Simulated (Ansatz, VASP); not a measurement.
## Sc2SbP3 in VASP and in Ansatz

```
Sc Sb P
1.0
     5.92949    0.00000    0.00000
    -2.96474    5.13509    0.00000
     0.00000    0.00000    3.90666
Sc Sb P
2 1 3
Direct
  0.33333 0.66667 0.00000
  0.66667 0.33333 0.00000
  0.00000 0.00000 0.00000
  0.50000 0.00000 0.50000
  0.50000 0.50000 0.50000
  0.00000 0.50000 0.50000
```

Change from the starting cell: species swapped into the DyCo3B2 type (P6/mmm, No. 191).

Alike in both runs: functional PBE; k mesh 3 × 3 × 6; occupations gaussian, width 0.1 eV; no spin polarisation.

Ansatz relaxed the structure, and its values are those at the end. VASP's run is a single point on that final structure, the one shown.

|  | VASP | Ansatz |
| --- | --- | --- |
| version | VASP 6.6.1 | Ansatz 0.2.0 |
| potentials or method | VASP PAW PBE potentials, release 64 (Sc_sv, Sb, P), cutoff 520 eV | scalar-relativistic, plane waves, PAW |
| valence electrons in the cell | 42 | 52 |

|  | VASP | Ansatz | Ansatz less VASP |
| --- | --- | --- | --- |
| gap on the k mesh at the Fermi level (eV) | none | none | - |
| pressure (GPa) | 0.2 | 0.1 | -0.12 |

A gap of «none» marks a metal or a gap that the smearing closes. With one functional, cell and mesh, what is left measures potentials, basis and numerics. VASP's potentials hold 42 valence electrons a cell and Ansatz's 52, so a difference there can come from the potentials and not from the codes.

The k mesh is coarse, so the values compare programs but aren't converged. Neither program's run includes spin-orbit coupling.
